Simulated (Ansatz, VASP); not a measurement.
# One calculation of TiSi2, two programs

INCAR

```
  ALGO = Normal
  EDIFF = 1E-8
  ENCUT = 520
  GGA = PE
  ISIF = 2
  ISMEAR = -1
  LASPH = T
  LCHARG = F
  LEFG = T
  LREAL = F
  LWAVE = F
  NBANDS = 29
  NELM = 100
  PREC = Accurate
  SIGMA = 0.08
```

KPOINTS

```
k-points
0
Gamma
  8 8 8
```

File POSCAR:

```
TiSi2
1.0
    0.0000000000      4.1180000000      4.2615000000
    2.3865000000      0.0000000000      4.2615000000
    2.3865000000      4.1180000000      0.0000000000
Ti Si
2 4
Direct
    0.7500000000      0.7500000000      0.7500000000
    0.5000000000      0.5000000000      0.5000000000
    0.0830000000      0.4170000000      0.0830000000
    0.4170000000      0.0830000000      0.4170000000
    0.1670000000      0.8330000000      0.1670000000
    0.8330000000      0.1670000000      0.8330000000
```

Input for Ansatz:

```yaml
crystal:
  lattice:
    - [0.0, 4.118, 4.2615]
    - [2.3865, 0.0, 4.2615]
    - [2.3865, 4.118, 0.0]
  atoms:
    - { symbol: Ti, position: [0.75, 0.75, 0.75] }
    - { symbol: Ti, position: [0.5, 0.5, 0.5] }
    - { symbol: Si, position: [0.083, 0.417, 0.083] }
    - { symbol: Si, position: [0.417, 0.083, 0.417] }
    - { symbol: Si, position: [0.167, 0.833, 0.167] }
    - { symbol: Si, position: [0.833, 0.167, 0.833] }
kpoints:
  mp_grid: { grid: [8, 8, 8] }
  band_path:
    path:
      - [0.0, 0.0, 0.0]
      - [0.5, 0.0, 0.5]
      - [1.0, 0.5, 0.5]
      - [0.5, 0.5, 0.0]
      - [0.0, 0.0, 0.0]
      - [0.0, 0.4123673781, 0.4123673781]
      - [1.0, 0.5876326219, 0.5876326219]
      - [1.0, 0.5, 0.5]
      - [0.5, 0.0, 0.5]
    npoints: 14
scf:
  occupations: { method: fermi_dirac, width: 0.08 }
hamiltonian:
  xc: pbe
  pseudopotentials: { kind: paw }
output:
  forces: true
  stress: true
  eigenvalues: true
  efg: { contact_densities: true }
  populations: true
  bader: true
  dos: { projected: true, de: 0.2, e_range: [-14, 8] }
  write_density: true
  write_potential: true
  elf: true
  volumetric_format: npy
```

Alike in both runs: task electric field gradients; functional PBE; k mesh 8 × 8 × 8; occupations fermi-dirac, width 0.08 eV; no spin polarisation.

|  | VASP | Ansatz |
| --- | --- | --- |
| version | VASP 6.6.1 | Ansatz 0.2.0 |
| potentials or method | VASP PAW PBE potentials, release 64 (Ti_sv, Si) | PAW with Ansatz's default frozen-core files, scalar-relativistic |
| plane-wave cutoff (eV) | 520 | 420 |
| valence electrons in the cell | 40 | 40 |

```csv
,VASP,Ansatz,Ansatz less VASP
pressure (GPa),2.3,2.3,+0.05
"traceless stress, the component that is largest in VASP (GPa)",0.62,0.63,+0.007
rms of the force components (eV/Å),0.096,0.095,-0.0004
size of Vzz on the site where it differs most (V/Å²),10.3,11.4,+1.16
```

Atom by atom the forces differ by 0.000 eV/Å (rms over components).
